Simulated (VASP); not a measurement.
NaI:

```xyz
2
Lattice="0.0000 3.2296 3.2296 3.2296 0.0000 3.2296 3.2296 3.2296 0.0000" Properties=species:S:1:pos:R:3 pbc="T T T"
Na    0.0000    0.0000    0.0000
I     3.2296    3.2296    3.2296
```

Base run:

| Property | Result |
| --- | --- |
| Program | VASP 6.6.1 |
| Functional | PBE |
| Potentials or basis | VASP PAW PBE potentials, release 64 (Na_pv, I) |
| Cutoff | 520 eV |
| k mesh | 8 × 8 × 8 |
| Occupations | fermi-dirac, width 0.02 eV |
| Spin | no spin polarisation |

Its results: band gap on the k mesh 3.66 eV; pressure 0.6 GPa.

**Question.** The run is repeated on the same cell with these changes: functional from PBE to r2SCAN; occupations from fermi-dirac, width 0.02 eV to gaussian, width 0.01 eV. What comes out?

**Answer.** Band gap on the k mesh 4.46 eV; pressure -0.1 GPa.

Caveats: spin-orbit coupling is left out, which moves the levels of the heavy elements; the PAW data sets were made with another functional, which shifts forces and pressure a little (at least some runs).

